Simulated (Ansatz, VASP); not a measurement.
## Two plane-wave programs on SiC

The input POSCAR:

```
SiC
1.0
    0.0000000000      2.1781449820      2.1781449820
    2.1781449820      0.0000000000      2.1781449820
    2.1781449820      2.1781449820      0.0000000000
Si C
1 1
Direct
    0.0000000000      0.0000000000      0.0000000000
    0.7500000000      0.7500000000      0.7500000000
```

INCAR.step1

```
PREC = Accurate ; ENCUT = 520
ISMEAR = 0 ; SIGMA = 0.05
LREAL = False ; LASPH = True
NELM = 60 ; NBANDS = 11
GGA = PE ; ALGO = Normal
EDIFF = 1E-4 ; LWAVE = True
LCHARG = False
```

File INCAR.step2:

```
PREC = Accurate ; ENCUT = 520
EDIFF = 1E-6 ; ISMEAR = 0
SIGMA = 0.05 ; LREAL = False
LASPH = True ; NELM = 60
ALGO = Normal ; ISIF = 2
LWAVE = False ; LCHARG = False
METAGGA = R2SCAN ; LMIXTAU = True
NBANDS = 11 ; ISTART = 1
```

Contents of KPOINTS:

```
regular mesh
0
Gamma
  12 12 12
```

Input for Ansatz:

```yaml
crystal:
  lattice:
    - [0.0, 2.178144982, 2.178144982]
    - [2.178144982, 0.0, 2.178144982]
    - [2.178144982, 2.178144982, 0.0]
  atoms:
    - { symbol: Si, position: [0.0, 0.0, 0.0] }
    - { symbol: C, position: [0.75, 0.75, 0.75] }
basis:
  ecutwfc: 500
kpoints:
  mp_grid: { grid: [12, 12, 12] }
hamiltonian:
  xc: r2scan
scf:
  occupations: { method: gaussian, width: 0.05 }
output:
  forces: true
  stress: true
  eigenvalues: true
```

Alike in both runs: task single point; functional r2SCAN; k mesh 12 × 12 × 12; occupations gaussian, width 0.05 eV; no spin polarisation.

```csv
,VASP,Ansatz
version,VASP 6.6.1,Ansatz 0.2.0
potentials or method,"VASP PAW PBE potentials, release 64 (Si, C), cutoff 520 eV","scalar-relativistic, plane waves, PAW"
valence electrons in the cell,8,8
```

VASP gave:

- gap on the k mesh at the Fermi level (eV): 1.72
- least direct gap on the mesh (eV): 5.06
- pressure (GPa): -0.2

**Question.** Which values does Ansatz return?

**Answer.** gap on the k mesh at the Fermi level (eV): 1.71; least direct gap on the mesh (eV): 5.05; pressure (GPa): 0.0.

VASP's potentials were made for PBE, not for r2SCAN. The functional is the same, so the differences come from potentials, cutoffs and numerics.
